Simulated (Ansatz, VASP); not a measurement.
Cr: VASP beside Ansatz

```
CELL_PARAMETERS angstrom
0.00000 2.43058 2.43058
2.43058 0.00000 2.43058
2.43058 2.43058 0.00000
ATOMIC_POSITIONS crystal
Cr 0.00000 0.00000 0.00000
Cr 0.50000 0.50000 0.50000
```

Alike in both runs: task single point; functional PBE; k mesh 13 × 13 × 13; occupations fermi-dirac, width 0.05 eV; collinear spin.

|  | VASP | Ansatz |
| --- | --- | --- |
| version | VASP 6.6.1 | Ansatz 0.2.0 |
| potentials or method | VASP PAW PBE potentials, release 64 (Cr_pv), cutoff 520 eV | plane waves (420 eV) with PAW, scalar-relativistic |
| valence electrons in the cell | 24 | 28 |

Ansatz gave:

```
pressure (GPa)           : -17.0
net moment per atom (μB) : 0.00
```

Problem. What did VASP give for the same quantities?

Solution. Pressure (GPa): -17.2; net moment per atom (μB): 0.00.

VASP's potentials hold 24 valence electrons a cell and Ansatz's 28, so a difference there can come from the potentials and not from the codes. Ansatz's warnings: negative dielectric reading, seeded moment not kept, spin hold released.
